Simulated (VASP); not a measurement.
# Ag (I4/mmm) in VASP: further runs

The runs below take Ag through single point, with PBEsol.

Everything below comes from runs of VASP 6.6.1. Logs are shortened: lines on timing, memory, paths and dates and some standing lists are left out, and cuts for length are marked.

## 1. The cell of the first run

It takes space group I4/mmm (No. 139, tetragonal). Conventional cell: a = 2.933 Å, b = 2.933 Å, c = 3.964 Å, α = 90.00°, β = 90.00°, γ = 90.00°. Ag (site symmetry 4/mmm) has 12 Ag at 2.87 to 2.93 Å within 3.8 Å.

## 2. Single point, PBEsol (strain +0.015 along x and y, -0.030 along z)

File INCAR:

```
PREC     = Accurate       # precision mode
ENCUT    = 520            # plane-wave cutoff, eV
EDIFF    = 1E-6           # SCF threshold, eV
ISMEAR   = 0              # smearing method
SIGMA    = 0.15           # smearing width, eV
LREAL    = F              # projectors in reciprocal space
LASPH    = T              # aspherical terms in the spheres
NELM     = 100            # most SCF steps
ALGO     = Normal         # electronic algorithm
ISIF     = 2              # what is computed and relaxed
LWAVE    = F              # write WAVECAR
LCHARG   = F              # write CHGCAR
GGA      = PS             # functional
NBANDS   = 12             # bands
```

File KPOINTS:

```
Automatic mesh
0
Gamma
  20 20 20
```

File POSCAR:

```
Ag
1.0
    0.0000000000      2.0737465000      1.9818070000
    2.0737465000      0.0000000000      1.9818070000
    2.0737465000      2.0737465000      0.0000000000
Ag
1
Direct
    0.0000000000      0.0000000000      0.0000000000
```

Potentials or basis: VASP PAW PBE potentials, release 64 (Ag).

Started as:

```sh
cat potpaw_PBE.64/Ag/POTCAR > POTCAR
mpirun -np 1 vasp_std > vasp.out
```

OUTCAR:

```text
PREC = Accurate
   ENCUT = 520
   EDIFF = 1E-6
   ISMEAR = 0
   LREAL = F
   LASPH = T
   NELM = 100
   ISIF = 2
   GGA = PS

 ion  position               nearest neighbor table
   1  0.000  0.000  0.000-

  LATTYP: Found a body centered tetragonal cell.
 ALAT       =     2.9327204252
 C/A-ratio  =     1.3515144389

  Lattice vectors:

 A1 = (   0.0000000000,  -2.0737465000,  -1.9818070000)
 A2 = (   0.0000000000,   2.0737465000,  -1.9818070000)
 A3 = (   2.0737465000,   0.0000000000,   1.9818070000)

Analysis of symmetry for initial positions (statically):
=====================================================================
 Subroutine PRICEL returns:
 Original cell was already a primitive cell.

 Routine SETGRP: Setting up the symmetry group for a
 body centered tetragonal supercell.

 Subroutine GETGRP returns: Found 16 space group operations
 (whereof 16 operations were pure point group operations)
 out of a pool of 16 trial point group operations.

The static configuration has the point symmetry D_4h.

Analysis of symmetry for dynamics (positions and initial velocities):
=====================================================================
 Subroutine PRICEL returns:
 Original cell was already a primitive cell.

 Routine SETGRP: Setting up the symmetry group for a
 body centered tetragonal supercell.

 Subroutine GETGRP returns: Found 16 space group operations
 (whereof 16 operations were pure point group operations)
 out of a pool of 16 trial point group operations.

The dynamic configuration has the point symmetry D_4h.

 Subroutine INISYM returns: Found 16 space group operations
 (whereof 16 operations are pure point group operations),
 and found     1 'primitive' translations

----------------------------------------------------------------------------------------

                                     Primitive cell

  volume of cell :      17.0452

  direct lattice vectors                    reciprocal lattice vectors
     0.000000000  2.073746500  1.981807000    -0.241109509  0.241109509  0.252295001
     2.073746500  0.000000000  1.981807000     0.241109509 -0.241109509  0.252295001
     2.073746500  2.073746500  0.000000000     0.241109509  0.241109509 -0.252295001

  length of vectors
     2.868446188  2.868446188  2.932720425     0.424170200  0.424170200  0.424170200

  position of ions in fractional coordinates (direct lattice)
     0.000000000  0.000000000  0.000000000

  ion indices of the primitive-cell ions
   primitive index   ion index
                 1           1

----------------------------------------------------------------------------------------

 KPOINTS: Automatic mesh

Automatic generation of k-mesh.
 Grid dimensions read from file:
 generate k-points for:   20   20   20

 Generating k-lattice:

  Cartesian coordinates                     Fractional coordinates (reciprocal lattice)
    -0.012055475  0.012055475  0.012614750     0.050000000  0.000000000  0.000000000
     0.012055475 -0.012055475  0.012614750     0.000000000  0.050000000  0.000000000
     0.012055475  0.012055475 -0.012614750    -0.000000000 -0.000000000  0.050000000

  Length of vectors
     0.021208510  0.021208510  0.021208510

  Shift w.r.t. Gamma in fractional coordinates (k-lattice)
     0.000000000  0.000000000  0.000000000

 Subroutine IBZKPT returns following result:
 ===========================================

 Found    641 irreducible k-points:

 Following reciprocal coordinates:
            Coordinates               Weight
  0.000000  0.000000  0.000000      1.000000
  0.050000  0.000000  0.000000      8.000000
  0.100000 -0.000000  0.000000      8.000000
  0.150000 -0.000000  0.000000      8.000000
  0.200000 -0.000000  0.000000      8.000000
  0.250000 -0.000000  0.000000      8.000000
[... 16 lines left out ...]
 -0.400000  0.050000  0.000000      8.000000
 -0.350000  0.050000  0.000000      8.000000
 [... further k-points ...]
   k-points           NKPTS =    641   k-points in BZ     NKDIM =    641   number of bands    NBANDS=     12
   number of dos      NEDOS =    301   number of ions     NIONS =      1
   total plane-waves  NPLWV =  13824
   dimension x,y,z NGX =    24 NGY =   24 NGZ =   24
   dimension x,y,z NGXF=    48 NGYF=   48 NGZF=   48
   ions per type =               1
   NGX,Y,Z   is equivalent  to a cutoff of  13.91, 13.91, 13.60 a.u.
   NGXF,Y,Z  is equivalent  to a cutoff of  27.82, 27.82, 27.21 a.u.
 SYSTEM =  unknown system
   PREC   = accura    normal or accurate (medium, high low for compatibility)
   ISTART =      0    job   : 0-new  1-cont  2-samecut
   ICHARG =      2    charge: 1-file 2-atom 10-const
   ISPIN  =      1    spin polarized calculation?
   LNONCOLLINEAR =      F non collinear calculations
   LSORBIT =      F    spin-orbit coupling
   LASPH  =      T    aspherical Exc in radial PAW
   ENCUT  =  520.0 eV  38.22 Ry    6.18 a.u.   5.33  5.33  5.45*2*pi/ulx,y,z
   NELM   =    100;   NELMIN=  2; NELMDL= -5     # of ELM steps
   EDIFF  = 0.1E-05   stopping-criterion for ELM
   LREAL  =      F    real-space projection
   EDIFFG = 0.1E-04   stopping-criterion for IOM
   NSW    =      0    number of steps for IOM
   IBRION =     -1    ionic relax: 0-MD 1-quasi-New 2-CG
   NFREE  =      0    steps in history (QN), initial steepest desc. (CG)
   ISIF   =      2    stress and relaxation
   ISYM   =      2    0-nonsym 1-usesym 2-fastsym
   POTIM  = 0.5000    time-step for ionic-motion
   TEBEG  =    0.0;   TEEND  =   0.0 temperature during run
   PSTRESS=    0.0 pullay stress
   NELECT =      11.0000    total number of electrons
   NUPDOWN=      -1.0000    fix difference up-down
   EMIN   =  10.00;   EMAX   =-10.00  energy-range for DOS
   EFERMI =   0.00;   METHOD = LEGACY
   ISMEAR =     0;   SIGMA  =   0.15  broadening in eV -4-tet -1-fermi 0-gaus
   EFERMI_NEDOS =   21; number of points for ismear=-14 and -15
   IALGO  =     38    algorithm
   IMIX   =      4    mixing-type and parameters
     AMIX     =   0.40;   BMIX     =  1.00
     AMIX_MAG =   1.60;   BMIX_MAG =  1.00
  volume/ion in A,a.u.               =      17.05       115.03
  Fermi-wavevector in a.u.,A,eV,Ry     =   1.414723  2.673439 27.231271  2.001442
  Thomas-Fermi vector in A             =   2.536236
   LORBIT       =      0    0 simple, 1 ext, 2 COOP (PROOUT), +10 PAW based schemes
   GGA     = PS    functional components
   LHFCALC =     F    Hartree Fock is set to
   AEXX    =    0.0000 exact exchange contribution
   IVDW    =     0    specifies the selected vdW correction
   LEPSILON=     F    determine dielectric tensor
   LRPA    =     F    only Hartree local field effects (RPA)
 non-spin polarized calculation
 Gauss-broadening in eV      SIGMA  =   0.15
  energy-cutoff  :      520.00
  volume of cell :       17.05
 maximum number of plane-waves:       479
 NGX is ok and might be reduce to    24
   NGX = 11   NGY = 11   NGZ = 11

 number of electron      10.9999999 magnetization

 Free energy of the ion-electron system (eV)
  ---------------------------------------------------
  ext. energy  EPLUGINS =         0.00000000
  ---------------------------------------------------
  free energy    TOTEN  =        -3.30665995 eV

  energy without entropy =       -3.30439213  energy(sigma->0) =       -3.30552604

 E-fermi :   8.2278     XC(G=0): -12.4136

 val. band max:        8.2004588606   @ k =   0.4500   0.2500   0.0000
 cond. band min:       8.2291056953   @ k =   0.5000   0.1500   0.0500
 fundamental gap:      0.0286468348
 Fermi energy:         8.2277589896

 k-point     1 :       0.0000    0.0000    0.0000
  band No.  band energies     occupation
      1       0.4036      2.00000
      2       3.3786      2.00000
      3       3.3786      2.00000
      4       3.6530      2.00000
      5       4.3610      2.00000
      6       4.6490      2.00000
      7      24.2533      0.00000
      8      27.5957      0.00000
      9      27.5957      0.00000
     10      28.2155      0.00000
     11      32.6158      0.00000
     12      33.4020      0.00000

 k-point     2 :       0.0500    0.0000    0.0000
  band No.  band energies     occupation
      1       0.4822      2.00000
      2       3.3752      2.00000
      3       3.4009      2.00000
      4       3.6591      2.00000
      5       4.3555      2.00000
      6       4.6375      2.00000
      7      24.2725      0.00000
      8      27.0456      0.00000
      9      27.6315      0.00000
     10      28.0923      0.00000
     11      32.7245      0.00000
     12      33.4407      0.00000

 k-point     3 :       0.1000   -0.0000    0.0000
  band No.  band energies     occupation
      1       0.7115      2.00000
      2       3.3581      2.00000
      3       3.4592      2.00000
      4       3.6882      2.00000
      5       4.3473      2.00000
      6       4.6089      2.00000
      7      24.1489      0.00000
      8      25.7908      0.00000
      9      27.7237      0.00000
     10      28.1177      0.00000
     11      31.9577      0.00000
     12      33.2278      0.00000

 k-point     4 :       0.1500   -0.0000    0.0000
  band No.  band energies     occupation
      1       1.0662      2.00000
      2       3.3388      2.00000
      3       3.5262      2.00000
      4       3.7428      2.00000
      5       4.3632      2.00000
      6       4.5834      2.00000
      7      23.0732      0.00000
      8      25.1783      0.00000
      9      27.8223      0.00000
     10      28.1921      0.00000
     11      31.1810      0.00000
     12      32.4038      0.00000

 k-point     5 :       0.2000   -0.0000    0.0000
  band No.  band energies     occupation
      1       1.4793      2.00000
      2       3.3923      2.00000
      3       3.5614      2.00000
      4       3.7913      2.00000
      5       4.4412      2.00000
      6       4.5948      2.00000
      7      21.2820      0.00000
      8      25.0375      0.00000
      9      27.8324      0.00000
     10      28.2152      0.00000
     11      30.8038      0.00000
     12      31.5444      0.00000
[... 228 lines left out ...]
      1       1.8912      2.00000
      2       3.3486      2.00000
      3       3.5535      2.00000
      4       5.0679      2.00000
      5       5.3790      2.00000
      6       7.9638      1.98717
      7      11.9047      0.00000
      8      23.3677      0.00000
      9      25.2102      0.00000
     10      26.2386      0.00000
     11      30.8953      0.00000
     12      31.6235      0.00000

 k-point    22 :      -0.4500    0.0500    0.0000
  band No.  band energies     occupation
      1       1.8980      2.00000
      2       3.3503      2.00000
      3       3.5593      2.00000
      4       5.0926      2.00000
      5       5.3220      2.00000
      6       7.7360      2.00000
      7      12.1881      0.00000
      8      23.4172      0.00000
      9      25.5104      0.00000
     10      25.9666      0.00000
     11      30.7884      0.00000
     12      31.6077      0.00000

 k-point    23 :      -0.4000    0.0500    0.0000
  band No.  band energies     occupation
      1       1.9331      2.00000
      2       3.3798      2.00000
      3       3.5933      2.00000
      4       5.0155      2.00000
      5       5.1827      2.00000
      6       6.8162      2.00000
      7      13.4527      0.00000
      8      23.6045      0.00000
      9      25.8942      0.00000
     10      26.0651      0.00000
     11      30.6442      0.00000
     12      31.4911      0.00000

 k-point    24 :      -0.3500    0.0500    0.0000
  band No.  band energies     occupation
      1       1.9815      2.00000
      2       3.4330      2.00000
      3       3.6493      2.00000
      4       4.7931      2.00000
      5       4.9820      2.00000
      6       5.8570      2.00000
      7      15.1049      0.00000
      8      23.9063      0.00000
      9      26.0030      0.00000
     10      26.8545      0.00000
     11      30.4550      0.00000
     12      31.1995      0.00000

 [... further k-points ...]

------------------------ aborting loop because EDIFF is reached ----------------------------------------

  FORCE on cell =-STRESS in cart. coord.  units (eV):
  Direction    XX          YY          ZZ          XY          YZ          ZX
  --------------------------------------------------------------------------------------
  -------------------------------------------------------------------------------------
  Total       -0.3421472     -0.3421472     -0.1755016      0.0000000     -0.0000000      0.0000000
  in kB      -32.1603619    -32.1603619    -16.4963876      0.0000000     -0.0000000      0.0000000
  external PRESSURE =     -26.9390371 kB  Pullay stress =       0.0000000 kB

 VOLUME and BASIS-vectors are now :
 -----------------------------------------------------------------------------
  energy-cutoff  :      520.00
  volume of cell :       17.05
      direct lattice vectors                 reciprocal lattice vectors
     0.000000000  2.073746500  1.981807000    -0.241109509  0.241109509  0.252295001
     2.073746500  0.000000000  1.981807000     0.241109509 -0.241109509  0.252295001
     2.073746500  2.073746500  0.000000000     0.241109509  0.241109509 -0.252295001

 POSITION                                       TOTAL-FORCE (eV/Angst)
 -----------------------------------------------------------------------------------
      0.00000      0.00000      0.00000         0.000000      0.000000      0.000000
 -----------------------------------------------------------------------------------
    total drift:                               -0.000000     -0.000000     -0.000000

  FREE ENERGIE OF THE ION-ELECTRON SYSTEM (eV)
  ---------------------------------------------------
  free  energy   TOTEN  =        -3.3066599509 eV

  energy  without entropy=       -3.3043921295  energy(sigma->0) =       -3.30552604
```

Wall time 30 s (1 thread of Intel Xeon 6975P-C (Granite Rapids), shared host); peak memory 0.24 GiB.

Results:

| Property | Result |
| --- | --- |
| Free energy | -3.3067 eV |
| Pressure | -2.7 GPa |
| Band gap on the k mesh | zero (an odd number of electrons rules out a gap without spin polarisation) |

Caveat: the cell differs from its parent crystal (strain +0.015 along x and y, -0.030 along z); the PAW data sets were made with another functional, which shifts forces and pressure a little.

## 3. Single point, PBEsol (strain +0.030 along x and y, -0.030 along z)

File INCAR:

```
PREC = Accurate ; ENCUT = 520
EDIFF = 1E-7 ; ISMEAR = 0
SIGMA = 0.15 ; LREAL = F
LASPH = T ; NELM = 80
ALGO = Normal ; ISIF = 2
LWAVE = F ; LCHARG = F
GGA = PS ; NBANDS = 12
```

File KPOINTS:

```
regular mesh
0
Gamma
  20 20 20
```

File POSCAR:

```
Ag
1.0
    0.0000000000      2.1043930000      1.9818070000
    2.1043930000      0.0000000000      1.9818070000
    2.1043930000      2.1043930000      0.0000000000
Ag
1
Direct
    0.0000000000      0.0000000000      0.0000000000
```

Potentials or basis: VASP PAW PBE potentials, release 64 (Ag).

Started as:

```sh
cat potpaw_PBE.64/Ag/POTCAR > POTCAR
mpirun -np 1 vasp_std > vasp.out
```

It took 32 s on 1 thread of Intel Xeon 6975P-C (Granite Rapids), shared host; peak memory 0.25 GiB.

The run converged. Its results:

* Free energy: -3.2922 eV
* Pressure: -5.4 GPa
* Band gap on the k mesh: zero (an odd number of electrons rules out a gap without spin polarisation)

Stress tensor (GPa, compression positive):
```
-6.02  0.00  0.00
 0.00 -6.02  0.00
 0.00  0.00 -4.24
```

Levels at points of the mesh, in eV from the Fermi level:
```
           k point  band 2  band 3  band 4  band 5  band 6  band 7  band 8  band 9  band 10  band 11
(0.00, 0.00, 0.00)   -4.77   -4.77   -4.42   -3.86   -3.50   15.98   19.09   19.09    19.84    24.07
(0.50, 0.00, 0.00)   -4.85   -4.50   -2.99   -2.82   -0.36    3.45   14.97   16.84    18.47    21.82
(0.50, 0.50, 0.00)   -6.09   -2.94   -2.69   -2.69    2.28    7.49    9.77    9.77    16.14    16.17
(0.50, 0.00, 0.50)   -6.08   -2.95   -2.85   -2.60    1.25    6.02   10.81   10.89    17.18    17.27
```

Caveat: the cell differs from its parent crystal (strain +0.030 along x and y, -0.030 along z); the cell stands under tension; the PAW data sets were made with another functional, which shifts forces and pressure a little.

[end of part 1 of 2]
